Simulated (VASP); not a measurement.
Runs of VASP 6.6.1 on BeS. The structure is that of space group P6_3/mmc (No. 194), or close to it. The cells are those of the table. 

```tsv
cell	gap on the mesh (eV)	pressure (GPa)
a = 3.354, b = 3.354, c = 5.341 Å, angles 90.0, 90.0, 120.0°, 4 atoms	(b)	-4.8
a = 3.244, b = 3.244, c = 5.166 Å, angles 90.0, 90.0, 120.0°, 4 atoms	1.42	6.2
a = 3.186, b = 3.186, c = 5.074 Å, angles 90.0, 90.0, 120.0°, 4 atoms	1.36	14.1
a = 3.407, b = 3.407, c = 5.425 Å, angles 90.0, 90.0, 120.0°, 4 atoms	1.50	-8.6
a = 3.300, b = 3.300, c = 5.255 Å, angles 90.0, 90.0, 120.0°, 4 atoms	(a)	0.0
```

Alike in all rows: task single point; level PBE; potentials or basis VASP PAW PBE potentials, release 64 (Be, S); no spin polarisation; k mesh 6 × 6 × 2; cutoff (eV) 520; smearing gaussian 0.01 eV.

Problem. Estimate the missing entries.

Solution. (a) 1.46; (b) 1.49.

Caveats: all runs use coarse meshes.

A k mesh can miss the band edges.
